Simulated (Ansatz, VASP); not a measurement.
Au: VASP beside Ansatz

```
Au
1.0
     2.94010    0.00000    0.00000
     0.00000    4.15793    0.00000
     0.00000    0.00000   18.69830
Au
5
Direct
  0.00000 0.00000 0.34762
  0.50000 0.50000 0.41715
  0.00000 0.00000 0.50000
  0.50000 0.50000 0.58285
  0.00000 0.00000 0.65238
```

Alike in both runs: task single point; functional PBE; k mesh 12 × 9 × 1; occupations fermi-dirac, width 0.05 eV; no spin polarisation.

|  | VASP | Ansatz |
| --- | --- | --- |
| version | VASP 6.6.1 | Ansatz 0.2.0 |
| potentials or method | VASP PAW PBE potentials, release 64 (Au), cutoff 520 eV | all-electron LAPW, scalar-relativistic |

VASP gave:

| Property | Result |
| --- | --- |
| rms of the force components (eV/Å) | 0.004 |

Q: Estimate Ansatz's values.

A: rms of the force components (eV/Å): 0.002.

Atom by atom the forces differ by 0.003 eV/Å (rms over components). Ansatz ran all-electron here, and VASP with PAW potentials.

Neither program's run includes spin-orbit coupling.
